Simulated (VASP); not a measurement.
# Mg5SnN2 in VASP: a series of runs

The runs below take Mg5SnN2 through single point, with PBE.

Everything below comes from runs of VASP 6.6.1. Logs are shortened: lines on timing, memory, paths and dates and some standing lists are left out, and cuts for length are marked.

## (1) The cell of the first run

It takes space group P3m1 (No. 156, trigonal). The conventional cell has a = 3.435 Å, b = 3.435 Å, c = 13.846 Å, α = 90.00°, β = 90.00°, γ = 120.00°. Within 2.9 Å of Mg (site symmetry 3m) lie 1 N at 2.13 Å and 3 Mg at 2.90 Å. Within 4.3 Å of Mg (site symmetry 3m) lie 3 Sn at 3.24 Å and 9 Mg at 3.30 to 3.43 Å and 1 N at 3.67 Å. Within 2.6 Å of Mg (site symmetry 3m) lie 3 N at 1.98 Å. Mg (site symmetry 3m) has 3 N at 2.24 Å and 3 Mg at 2.82 Å within 3.0 Å. Within 3.0 Å of Mg (site symmetry 3m) lie 4 N at 2.17 to 2.21 Å and 6 Mg at 2.82 to 2.95 Å. Sn (site symmetry 3m) has 6 Mg at 3.07 to 3.24 Å and 6 Sn at 3.43 Å within 4.0 Å. N (site symmetry 3m) has 5 Mg at 1.98 to 2.17 Å within 2.6 Å. Within 2.9 Å of N (site symmetry 3m) lie 6 Mg at 2.21 to 2.24 Å.

## (2) Single point, PBE (atoms taken out)

Contents of INCAR:

```
SYSTEM = Mg5SnN2
PREC     = Accurate       ! precision mode
ENCUT    = 520            ! plane-wave cutoff, eV
EDIFF    = 1E-7           ! SCF threshold, eV
ISMEAR   = 0              ! smearing method
SIGMA    = 0.1            ! smearing width, eV
LREAL    = .False.        ! projectors in reciprocal space
LASPH    = .True.         ! aspherical terms in the spheres
NELM     = 80             ! most SCF steps
ALGO     = Normal         ! electronic algorithm
ISIF     = 2              ! what is computed and relaxed
LWAVE    = .False.        ! write WAVECAR
LCHARG   = .True.         ! write CHGCAR
GGA      = PE             ! functional
LELF     = .True.         ! ELF
LVHAR    = .True.       
NBANDS   = 27             ! bands
```

Contents of KPOINTS:

```
Automatic mesh
0
Gamma
  12 12 4
  0 0 0
```

Contents of POSCAR:

```
Mg5SnN2
1.0
    3.4347784363      0.0000000000      0.0000000000
   -1.7173892181      2.9746053822      0.0000000000
    0.0000000000      0.0000000000     13.8458429921
Mg Sn N
5 1 2
Direct
    0.3333333333      0.6666666667      0.2064736825
    0.6666666667      0.3333333333      0.8525047950
    0.0000000000      0.0000000000      0.3591984474
    0.0000000000      0.0000000000      0.6623853795
    0.3333333333      0.6666666667      0.5171816747
    0.0000000000      0.0000000000      0.0376444875
    0.3333333333      0.6666666667      0.3602316856
    0.6666666667      0.3333333333      0.5877098479
```

Potentials or basis: VASP PAW PBE potentials, release 64 (Mg, Sn_d, N).

Run with:

```bash
$ cat potpaw_PBE.64/Mg/POTCAR potpaw_PBE.64/Sn_d/POTCAR potpaw_PBE.64/N/POTCAR > POTCAR
$ mpirun -np 1 vasp_std > vasp.out
```

OUTCAR:

```text
SYSTEM = Mg5SnN2
   PREC = Accurate
   ENCUT = 520
   EDIFF = 1E-7
   ISMEAR = 0
   LREAL = .False.
   LASPH = .True.
   NELM = 80
   ISIF = 2
   GGA = PE

 ion  position               nearest neighbor table
   1  0.333  0.667  0.206-   7 2.13   3 2.90   3 2.90   3 2.90   6 3.07   6 3.07   6 3.07
   2  0.667  0.333  0.853-   6 3.24   6 3.24   6 3.24   4 3.30   4 3.30   4 3.30
   3  0.000  0.000  0.359-   7 1.98   7 1.98   7 1.98   1 2.90   1 2.90   1 2.90   5 2.95   5 2.95
                             5 2.95
   4  0.000  0.000  0.662-   8 2.24   8 2.24   8 2.24   5 2.82   5 2.82   5 2.82   2 3.30   2 3.30
                             2 3.30
   5  0.333  0.667  0.517-   7 2.17   8 2.21   8 2.21   8 2.21   4 2.82   4 2.82   4 2.82   3 2.95
                             3 2.95   3 2.95
   6  0.000  0.000  0.038-   1 3.07   1 3.07   1 3.07   2 3.24   2 3.24   2 3.24
   7  0.333  0.667  0.360-   3 1.98   3 1.98   3 1.98   1 2.13   5 2.17
   8  0.667  0.333  0.588-   5 2.21   5 2.21   5 2.21   4 2.24   4 2.24   4 2.24

  LATTYP: Found a hexagonal cell.
 ALAT       =     3.4347784363
 C/A-ratio  =     4.0310731096

  Lattice vectors:

 A1 = (   3.4347784363,   0.0000000000,   0.0000000000)
 A2 = (  -1.7173892181,   2.9746053822,   0.0000000000)
 A3 = (   0.0000000000,   0.0000000000,  13.8458429921)

Analysis of symmetry for initial positions (statically):
=====================================================================
 Subroutine PRICEL returns:
 Original cell was already a primitive cell.

 Routine SETGRP: Setting up the symmetry group for a
 hexagonal supercell.

 Subroutine GETGRP returns: Found  6 space group operations
 (whereof  6 operations were pure point group operations)
 out of a pool of 24 trial point group operations.

The static configuration has the point symmetry C_3v.

Analysis of symmetry for dynamics (positions and initial velocities):
=====================================================================
 Subroutine PRICEL returns:
 Original cell was already a primitive cell.

 Routine SETGRP: Setting up the symmetry group for a
 hexagonal supercell.

 Subroutine GETGRP returns: Found  6 space group operations
 (whereof  6 operations were pure point group operations)
 out of a pool of 24 trial point group operations.

The dynamic configuration has the point symmetry C_3v.

 Subroutine INISYM returns: Found  6 space group operations
 (whereof  6 operations are pure point group operations),
 and found     1 'primitive' translations

----------------------------------------------------------------------------------------

                                     Primitive cell

  volume of cell :     141.4645

  direct lattice vectors                    reciprocal lattice vectors
     3.434778436  0.000000000  0.000000000     0.291139594  0.168089523  0.000000000
    -1.717389218  2.974605382  0.000000000     0.000000000  0.336179046  0.000000000
     0.000000000  0.000000000 13.845842992     0.000000000  0.000000000  0.072223844

  length of vectors
     3.434778436  3.434778436 13.845842992     0.336179046  0.336179046  0.072223844

  position of ions in fractional coordinates (direct lattice)
     0.333333333  0.666666667  0.206473682
     0.666666667  0.333333333  0.852504795
     0.000000000  0.000000000  0.359198447
     0.000000000  0.000000000  0.662385380
     0.333333333  0.666666667  0.517181675
     0.000000000  0.000000000  0.037644488
     0.333333333  0.666666667  0.360231686
     0.666666667  0.333333333  0.587709848

  ion indices of the primitive-cell ions
   primitive index   ion index
                 1           1
                 2           2
                 3           3
                 4           4
                 5           5
                 6           6
                 7           7
                 8           8

----------------------------------------------------------------------------------------

 KPOINTS: Automatic mesh

Automatic generation of k-mesh.
 Grid dimensions read from file:
 generate k-points for:   12   12    4

 Generating k-lattice:

  Cartesian coordinates                     Fractional coordinates (reciprocal lattice)
     0.024261633  0.014007460  0.000000000     0.083333333  0.000000000  0.000000000
     0.000000000  0.028014921  0.000000000     0.000000000  0.083333333  0.000000000
     0.000000000  0.000000000  0.018055961     0.000000000  0.000000000  0.250000000

  Length of vectors
     0.028014921  0.028014921  0.018055961

  Shift w.r.t. Gamma in fractional coordinates (k-lattice)
     0.000000000  0.000000000  0.000000000

 Subroutine IBZKPT returns following result:
 ===========================================

 Found     69 irreducible k-points:

 Following reciprocal coordinates:
            Coordinates               Weight
  0.000000  0.000000  0.000000      1.000000
  0.083333 -0.000000  0.000000      6.000000
  0.166667 -0.000000  0.000000      6.000000
  0.250000  0.000000  0.000000      6.000000
  0.333333 -0.000000  0.000000      6.000000
  0.416667  0.000000  0.000000      6.000000
[... 16 lines left out ...]
  0.166667 -0.000000  0.250000      6.000000
  0.000000  0.166667  0.250000      6.000000
 [... further k-points ...]
   k-points           NKPTS =     69   k-points in BZ     NKDIM =     69   number of bands    NBANDS=     27
   number of dos      NEDOS =    301   number of ions     NIONS =      8
   total plane-waves  NPLWV =  84672
   dimension x,y,z NGX =    28 NGY =   28 NGZ =  108
   dimension x,y,z NGXF=    56 NGYF=   56 NGZF=  216
   ions per type =               5   1   2
   NGX,Y,Z   is equivalent  to a cutoff of  13.55, 13.55, 12.97 a.u.
   NGXF,Y,Z  is equivalent  to a cutoff of  27.10, 27.10, 25.93 a.u.
 SYSTEM =  Mg5SnN2
   PREC   = accura    normal or accurate (medium, high low for compatibility)
   ISTART =      0    job   : 0-new  1-cont  2-samecut
   ICHARG =      2    charge: 1-file 2-atom 10-const
   ISPIN  =      1    spin polarized calculation?
   LNONCOLLINEAR =      F non collinear calculations
   LSORBIT =      F    spin-orbit coupling
   LASPH  =      T    aspherical Exc in radial PAW
   ENCUT  =  520.0 eV  38.22 Ry    6.18 a.u.   6.39  6.39 25.74*2*pi/ulx,y,z
   NELM   =     80;   NELMIN=  2; NELMDL= -5     # of ELM steps
   EDIFF  = 0.1E-06   stopping-criterion for ELM
   LREAL  =      F    real-space projection
   EDIFFG = 0.1E-05   stopping-criterion for IOM
   NSW    =      0    number of steps for IOM
   IBRION =     -1    ionic relax: 0-MD 1-quasi-New 2-CG
   NFREE  =      0    steps in history (QN), initial steepest desc. (CG)
   ISIF   =      2    stress and relaxation
   ISYM   =      2    0-nonsym 1-usesym 2-fastsym
   POTIM  = 0.5000    time-step for ionic-motion
   TEBEG  =    0.0;   TEEND  =   0.0 temperature during run
   PSTRESS=    0.0 pullay stress
   NELECT =      34.0000    total number of electrons
   NUPDOWN=      -1.0000    fix difference up-down
   EMIN   =  10.00;   EMAX   =-10.00  energy-range for DOS
   EFERMI =   0.00;   METHOD = LEGACY
   ISMEAR =     0;   SIGMA  =   0.10  broadening in eV -4-tet -1-fermi 0-gaus
   EFERMI_NEDOS =   21; number of points for ismear=-14 and -15
   IALGO  =     38    algorithm
   IMIX   =      4    mixing-type and parameters
     AMIX     =   0.40;   BMIX     =  1.00
     AMIX_MAG =   1.60;   BMIX_MAG =  1.00
  volume/ion in A,a.u.               =      17.68       119.33
  Fermi-wavevector in a.u.,A,eV,Ry     =   1.017854  1.923464 14.095988  1.036026
  Thomas-Fermi vector in A             =   2.151278
   LORBIT       =      0    0 simple, 1 ext, 2 COOP (PROOUT), +10 PAW based schemes
   GGA     = PE    functional components
   LHFCALC =     F    Hartree Fock is set to
   AEXX    =    0.0000 exact exchange contribution
   IVDW    =     0    specifies the selected vdW correction
   LEPSILON=     F    determine dielectric tensor
   LRPA    =     F    only Hartree local field effects (RPA)
 non-spin polarized calculation
 Gauss-broadening in eV      SIGMA  =   0.10
  energy-cutoff  :      520.00
  volume of cell :      141.46
 maximum number of plane-waves:      3839
 NGX is ok and might be reduce to    28
   NGX = 13   NGY = 13   NGZ = 51

 number of electron      33.9999998 magnetization

 Free energy of the ion-electron system (eV)
  ---------------------------------------------------
  ext. energy  EPLUGINS =         0.00000000
  ---------------------------------------------------
  free energy    TOTEN  =       -30.94723711 eV

  energy without entropy =      -30.93029552  energy(sigma->0) =      -30.93876631

 E-fermi :   4.3410     XC(G=0):  -9.3542

 val. band max:        4.3175021307   @ k =   0.0000   0.1667   0.2500
 cond. band min:       4.3457328191   @ k =  -0.0833   0.5000   0.2500
 fundamental gap:      0.0282306884
 Fermi energy:         4.3409847111

 k-point     1 :       0.0000    0.0000    0.0000
  band No.  band energies     occupation
      1     -17.2443      2.00000
      2     -17.2443      2.00000
      3     -17.1989      2.00000
      4     -17.1413      2.00000
      5     -17.1413      2.00000
      6      -9.9345      2.00000
[... 19 lines left out ...]
     26      12.8823      0.00000
     27      13.4897      0.00000

 k-point     2 :       0.0833   -0.0000    0.0000
  band No.  band energies     occupation
      1     -17.2457      2.00000
      2     -17.2364      2.00000
      3     -17.1939      2.00000
      4     -17.1455      2.00000
      5     -17.1422      2.00000
      6      -9.8846      2.00000
[... 652 lines left out ...]
 k-point    24 :       0.0000    0.1667    0.2500
  band No.  band energies     occupation
      1     -17.2509      2.00000
      2     -17.2149      2.00000
      3     -17.1790      2.00000
      4     -17.1569      2.00000
      5     -17.1448      2.00000
      6      -9.7436      2.00000
[... 19 lines left out ...]
     26      11.5917      0.00000
     27      11.9762      0.00000

 [... further k-points ...]

------------------------ aborting loop because EDIFF is reached ----------------------------------------

  FORCE on cell =-STRESS in cart. coord.  units (eV):
  Direction    XX          YY          ZZ          XY          YZ          ZX
  --------------------------------------------------------------------------------------
  -------------------------------------------------------------------------------------
  Total       -0.1134156     -0.1134156     -0.2312769     -0.0000000      0.0000000     -0.0000000
  in kB       -1.2845050     -1.2845050     -2.6193609     -0.0000000      0.0000000     -0.0000000
  external PRESSURE =      -1.7294569 kB  Pullay stress =       0.0000000 kB

 VOLUME and BASIS-vectors are now :
 -----------------------------------------------------------------------------
  energy-cutoff  :      520.00
  volume of cell :      141.46
      direct lattice vectors                 reciprocal lattice vectors
     3.434778436  0.000000000  0.000000000     0.291139594  0.168089523  0.000000000
    -1.717389218  2.974605382  0.000000000     0.000000000  0.336179046  0.000000000
     0.000000000  0.000000000 13.845842992     0.000000000  0.000000000  0.072223844

 POSITION                                       TOTAL-FORCE (eV/Angst)
 -----------------------------------------------------------------------------------
     -0.00000      1.98307      2.85880         0.000000     -0.000000      0.007655
      1.71739      0.99154     11.80365         0.000000     -0.000000     -0.006465
      0.00000      0.00000      4.97341         0.000000      0.000000      0.000532
      0.00000      0.00000      9.17128         0.000000     -0.000000     -0.012819
     -0.00000      1.98307      7.16082         0.000000     -0.000000      0.010058
      0.00000      0.00000      0.52122         0.000000     -0.000000      0.002593
     -0.00000      1.98307      4.98771        -0.000000     -0.000000      0.000463
      1.71739      0.99154      8.13734        -0.000000      0.000000     -0.002016
 -----------------------------------------------------------------------------------
    total drift:                                0.000001     -0.000000      0.000250

  FREE ENERGIE OF THE ION-ELECTRON SYSTEM (eV)
  ---------------------------------------------------
  free  energy   TOTEN  =       -30.9472371056 eV

  energy  without entropy=      -30.9302955169  energy(sigma->0) =      -30.93876631
```

Wall time 4.8 min (1 thread of Intel Xeon Platinum 8488C (Sapphire Rapids), shared host); peak memory 0.44 GiB.

What came out:

| Item | Value |
| --- | --- |
| Free energy | -30.9472 eV |
| Pressure | -0.2 GPa |
| Largest force | 0.013 eV/Å |
| Band gap on the k mesh | zero (bands 17 and 18 overlap by 1.01 eV) |

Forces on the atoms (eV/Å):
```
Mg   0.000  0.000  0.008
Mg   0.000  0.000 -0.006
Mg   0.000  0.000  0.001
Mg   0.000  0.000 -0.013
Mg   0.000  0.000  0.010
Sn   0.000  0.000  0.003
N    0.000  0.000  0.000
N    0.000  0.000 -0.002
```

Stress tensor (GPa, compression positive):
```
-0.13  0.00  0.00
 0.00 -0.13  0.00
 0.00  0.00 -0.26
```

Caveat: the cell differs from its parent crystal (atoms taken out); spin-orbit coupling is left out, which moves the levels of the heavy elements.

## (3) Single point, PBE

This run uses another cell than the first one, of 17.60 Å³/atom.

Contents of INCAR:

```
PREC = Accurate
ENCUT = 520
EDIFF = 1E-6
ISMEAR = 0
SIGMA = 0.1
LREAL = False
LASPH = True
NELM = 80
ALGO = Normal
ISIF = 2
LWAVE = False
LCHARG = True
GGA = PE
LELF = True
LVHAR = True
NBANDS = 27
```

Contents of KPOINTS:

```
Automatic mesh
0
Gamma
  10 10 4
```

Contents of POSCAR:

```
Mg5SnN2
1.0
    2.9737885113     -1.7172819986      0.0426583170
    2.9737885113      1.7172819986      0.0426583170
   -0.2105529533      0.0000000000     13.7848682661
Mg Sn N
5 1 2
Direct
    0.6683594586      0.6683594586      0.2051578578
    0.3344989355      0.3344989355      0.8546168665
    0.0020336985      0.0020336985      0.3585745349
    0.0024635436      0.0024635436      0.6630452680
    0.6689033424      0.6689033424      0.5171340176
    1.0012774377      1.0012774377      0.0373978254
    0.6685688097      0.6685688097      0.3594536205
    0.3356464027      0.3356464027      0.5879500093
```

Potentials or basis: VASP PAW PBE potentials, release 64 (Mg, Sn_d, N).

Run with:

```bash
$ cat potpaw_PBE.64/Mg/POTCAR potpaw_PBE.64/Sn_d/POTCAR potpaw_PBE.64/N/POTCAR > POTCAR
$ mpirun -np 1 vasp_std > vasp.out
```

OUTCAR:

```text
PREC = Accurate
   ENCUT = 520
   EDIFF = 1E-6
   ISMEAR = 0
   LREAL = False
   LASPH = True
   NELM = 80
   ISIF = 2
   GGA = PE

 ion  position               nearest neighbor table
   1  0.668  0.668  0.205-   7 2.13   3 2.90   3 2.90   3 2.90   6 3.05   6 3.05   6 3.05
   2  0.334  0.334  0.855-   6 3.21   6 3.21   6 3.21   4 3.30   4 3.31   4 3.31
   3  0.002  0.002  0.359-   7 1.98   7 1.98   7 1.98   1 2.90   1 2.90   1 2.90   5 2.95   5 2.95
                             5 2.95
   4  0.002  0.002  0.663-   8 2.24   8 2.24   8 2.24   5 2.82   5 2.82   5 2.82   2 3.30   2 3.31
                             2 3.31
   5  0.669  0.669  0.517-   7 2.17   8 2.21   8 2.21   8 2.21   4 2.82   4 2.82   4 2.82   3 2.95
                             3 2.95   3 2.95
   6  0.001  0.001  0.037-   1 3.05   1 3.05   1 3.05   2 3.21   2 3.21   2 3.21
   7  0.669  0.669  0.359-   3 1.98   3 1.98   3 1.98   1 2.13   5 2.17
   8  0.336  0.336  0.588-   5 2.21   5 2.21   5 2.21   4 2.24   4 2.24   4 2.24

  LATTYP: Found a base centered monoclinic cell.
 ALAT       =     5.9481889149
 B/A-ratio  =     0.5774134020
[... 202 lines left out ...]

 k-point     1 :       0.0000    0.0000    0.0000
  band No.  band energies     occupation
      1     -17.1750      2.00000
      2     -17.1749      2.00000
      3     -17.1408      2.00000
      4     -17.0814      2.00000
      5     -17.0813      2.00000
      6      -9.9160      2.00000
[... 709 lines left out ...]
     26       9.9902      0.00000
     27      10.8435      0.00000

 [... further k-points ...]

------------------------ aborting loop because EDIFF is reached ----------------------------------------

  FORCE on cell =-STRESS in cart. coord.  units (eV):
  Direction    XX          YY          ZZ          XY          YZ          ZX
  --------------------------------------------------------------------------------------
  -------------------------------------------------------------------------------------
  Total       -0.1014549     -0.0874762     -0.1641798      0.0000000      0.0000000      0.0083640
  in kB       -1.1542618     -0.9952243     -1.8678876      0.0000000      0.0000000      0.0951580
  external PRESSURE =      -1.3391246 kB  Pullay stress =       0.0000000 kB

 VOLUME and BASIS-vectors are now :
 -----------------------------------------------------------------------------
  energy-cutoff  :      520.00
  volume of cell :      140.82
      direct lattice vectors                 reciprocal lattice vectors
     2.973788511 -1.717281999  0.042658317     0.168098864 -0.291157772  0.002567577
     2.973788511  1.717281999  0.042658317     0.168098864  0.291157772  0.002567577
    -0.210552953  0.000000000 13.784868266    -0.001040389  0.000000000  0.072527421

 POSITION                                       TOTAL-FORCE (eV/Angst)
 -----------------------------------------------------------------------------------
      3.93192      0.00000      2.88510        -0.001002      0.000000      0.005896
      1.80952      0.00000     11.80932         0.002826      0.000000     -0.010245
     -0.06340      0.00000      4.94308        -0.009421      0.000000     -0.000076
     -0.12495      0.00000      9.14020        -0.000751      0.000000     -0.024081
      3.86947      0.00000      7.18569        -0.001879      0.000000      0.017431
     -0.00028      0.00000      0.51563        -0.000253      0.000000      0.003154
      3.90068      0.00000      5.01206         0.009551      0.000000      0.006665
      1.87249      0.00000      8.13345         0.000929      0.000000      0.001256
 -----------------------------------------------------------------------------------
    total drift:                                0.000137      0.000000      0.000058

  FREE ENERGIE OF THE ION-ELECTRON SYSTEM (eV)
  ---------------------------------------------------
  free  energy   TOTEN  =       -30.9836385521 eV

  energy  without entropy=      -30.9767756213  energy(sigma->0) =      -30.98020709
```

Run time: 7 min. Hardware: 1 thread of Intel Xeon Platinum 8488C (Sapphire Rapids), shared host; peak memory 0.58 GiB.

What came out:

```yaml
Free_energy: -30.9836 eV
Pressure: -0.1 GPa
Largest_force: 0.024 eV/Å
Band_gap_on_the_k_mesh: zero (bands 17 and 18 overlap by 0.84 eV)
```

Forces on the atoms (eV/Å):
```
Mg  -0.001  0.000  0.006
Mg   0.003  0.000 -0.010
Mg  -0.009  0.000  0.000
Mg  -0.001  0.000 -0.024
Mg  -0.002  0.000  0.017
Sn   0.000  0.000  0.003
N    0.010  0.000  0.007
N    0.001  0.000  0.001
```

Caveat: spin-orbit coupling is left out, which moves the levels of the heavy elements.

The gap in the log of VASP goes by the Fermi energy; the results here count the filled bands.